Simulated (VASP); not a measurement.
A run of VASP 6.6.1 is set up as follows.

File INCAR:

```
  ALGO = Normal
  EDIFF = 1E-6
  ENCUT = 520
  GGA = PE
  ISIF = 2
  ISMEAR = 0
  LASPH = True
  LCHARG = True
  LELF = True
  LREAL = False
  LVHAR = True
  LWAVE = False
  NBANDS = 58
  NELM = 60
  PREC = Accurate
  SIGMA = 0.1
```

KPOINTS

```
k-points
0
Gamma
  6 6 6
```

The input POSCAR:

```
ZrGa2Cl8
1.0
    6.4390890646      0.0000000000      0.0000000000
    0.0000000000      6.4390890646      0.0000000000
    0.0000000000      0.0000000000      6.3135320931
Zr Ga Cl
1 2 8
Direct
    0.0000000000      0.0000000000      0.5000000000
    0.5000000000      0.0000000000      0.0000000000
    0.0000000000      0.5000000000      0.0000000000
    0.7605577664      0.2394422336      0.2563490338
    0.2394422336      0.7605577664      0.2563490338
    0.2394422336      0.2394422336      0.7436509662
    0.7605577664      0.7605577664      0.7436509662
    0.2394422336      0.7605577664      0.7436509662
    0.7605577664      0.2394422336      0.7436509662
    0.7605577664      0.7605577664      0.2563490338
    0.2394422336      0.2394422336      0.2563490338
```

Potentials or basis: VASP PAW PBE potentials, release 64 (Zr_sv, Ga_d, Cl).

The run is started by

```bash
$ cat potpaw_PBE.64/Zr_sv/POTCAR potpaw_PBE.64/Ga_d/POTCAR potpaw_PBE.64/Cl/POTCAR > POTCAR
$ mpirun -np 1 vasp_std > vasp.out
```

Problem. Estimate the largest force.

Solution. 0.007 eV/Å.

Problem. Predict the pressure.

Solution. -0.1 GPa.

Problem. What does it give for the band gap on the k mesh?

Solution. Zero (bands 47 and 48 overlap by 1.32 eV).

Forces on the atoms (eV/Å):
```
Zr   0.000  0.000  0.000
Ga   0.000  0.000  0.000
Ga   0.000  0.000  0.000
Cl   0.004 -0.004  0.004
Cl  -0.004  0.004  0.004
Cl  -0.004 -0.004 -0.004
Cl   0.004  0.004 -0.004
Cl  -0.004  0.004 -0.004
Cl   0.004 -0.004 -0.004
Cl   0.004  0.004  0.004
Cl  -0.004 -0.004  0.004
```

Caveat: the cell differs from its parent crystal (atoms taken out).
